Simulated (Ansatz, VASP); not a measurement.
# MgO in VASP and in Ansatz

INCAR

```
ALGO     = Normal         # electronic algorithm
EDIFF    = 1E-7           # SCF threshold, eV
ENCUT    = 520            # plane-wave cutoff, eV
GGA      = PE             # functional
ISIF     = 2              # what is computed and relaxed
ISMEAR   = 0              # smearing method
LASPH    = T              # aspherical terms in the spheres
LCHARG   = T              # write CHGCAR
LELF     = T              # ELF
LREAL    = F              # projectors in reciprocal space
LVHAR    = T            
LWAVE    = F              # write WAVECAR
NBANDS   = 11             # bands
NELM     = 100            # most SCF steps
PREC     = Accurate       # precision mode
SIGMA    = 0.05           # smearing width, eV
```

KPOINTS

```
k-points
0
Gamma
  9 9 8
```

The input POSCAR:

```
MgO
1.0
    2.9380209034      0.0000000000      0.0000000000
   -1.4690104517      2.5189567318      0.0000000000
    0.0000000000      0.0000000000      2.6796800000
Mg O
1 1
Direct
    0.0000000000      0.0000000000      0.0000000000
    0.3333333333      0.6666666667      0.5000000000
```

Input for Ansatz:

```yaml
crystal:
  lattice:
    - [2.9380209034, 0.0, 0.0]
    - [-1.4690104517, 2.5189567318, 0.0]
    - [0.0, 0.0, 2.67968]
  atoms:
    - { symbol: Mg, position: [0.0, 0.0, 0.0] }
    - { symbol: O, position: [0.3333333333, 0.6666666667, 0.5] }
basis:
  ecutwfc: 420
kpoints:
  mp_grid: { grid: [9, 9, 8] }
hamiltonian:
  xc: pbe
scf:
  occupations: { method: gaussian, width: 0.05 }
output:
  forces: true
  stress: true
  eigenvalues: true
```

Change from the starting cell: strain -0.0100 x Voigt [0, 1, 0, 0, 0, 0], atoms carried along.

Alike in both runs: task single point; functional PBE; k mesh 9 × 9 × 8; occupations gaussian, width 0.05 eV; no spin polarisation.

|  | VASP | Ansatz |
| --- | --- | --- |
| version | VASP 6.6.1 | Ansatz 0.2.0 |
| potentials or method | VASP PAW PBE potentials, release 64 (Mg, O), cutoff 520 eV | scalar-relativistic, plane waves, PAW |
| valence electrons in the cell | 8 | 16 |

|  | VASP | Ansatz | Ansatz less VASP |
| --- | --- | --- | --- |
| gap on the k mesh at the Fermi level (eV) | 3.10 | 3.12 | +0.020 |
| least direct gap on the mesh (eV) | 3.51 | 3.53 | +0.017 |
| pressure (GPa) | 0.6 | 1.3 | +0.64 |
| traceless stress, the component that is largest in VASP (GPa) | 2.01 | 1.95 | -0.061 |

The functional is the same, so the differences come from potentials, cutoffs and numerics. VASP's potentials hold 8 valence electrons a cell and Ansatz's 16, so a difference there can come from the potentials and not from the codes.
